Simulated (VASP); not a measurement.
**Ir: single point with r2SCAN**

The system is Ir.

```
CELL_PARAMETERS angstrom
2.75138 0.00000 0.00000
-1.37569 2.38276 0.00000
0.00000 0.00000 4.46229
ATOMIC_POSITIONS crystal
Ir 0.66667 0.33333 0.75000
Ir 0.33333 0.66667 0.25000
```

```json
{
  "Program": "VASP 6.6.1",
  "Task": "single point",
  "Functional": "r2SCAN",
  "Potentials or basis": "VASP PAW PBE potentials, release 64 (Ir)",
  "Cutoff": "520 eV",
  "k mesh": "6 × 6 × 4",
  "Occupations": "fermi-dirac, width 0.15 eV",
  "Spin": "no spin polarisation"
}
```

```json
{"Pressure": "-5.9 GPa", "Band gap on the k mesh": "zero (band 9 reaches 10.69 eV, above the bottom of band 10 at 7.42 eV)"}
```

Stress tensor (GPa, compression positive):
```
 -3.73   0.00   0.00
  0.00  -3.73   0.00
  0.00   0.00 -10.24
```

Levels at points of the mesh, in eV from the Fermi level:
```
           k point  band 6  band 7  band 8  band 9  band 10  band 11  band 12  band 13
(0.00, 0.00, 0.00)   -2.97   -2.97   -2.22   -2.22    -0.56     0.42     0.42     7.30
(0.50, 0.00, 0.00)   -3.25   -2.81    0.87    1.08     1.28     3.13     4.63     8.69
(0.00, 0.00, 0.50)   -3.75   -3.75   -3.75   -0.33    -0.33    -0.33    -0.33    14.51
(0.50, 0.00, 0.50)   -1.97   -0.77   -0.77    1.12     1.12     2.22     2.22     7.96
```

Run time: 37 s on 1 thread of Intel Xeon 6975P-C, with other jobs on the host, peak memory 0.15 GiB.

Caveat: the k points lie up to 0.44 Å⁻¹ apart; the PAW data sets were made with another functional, which shifts forces and pressure a little; spin-orbit coupling is left out, which moves the levels of the heavy elements.
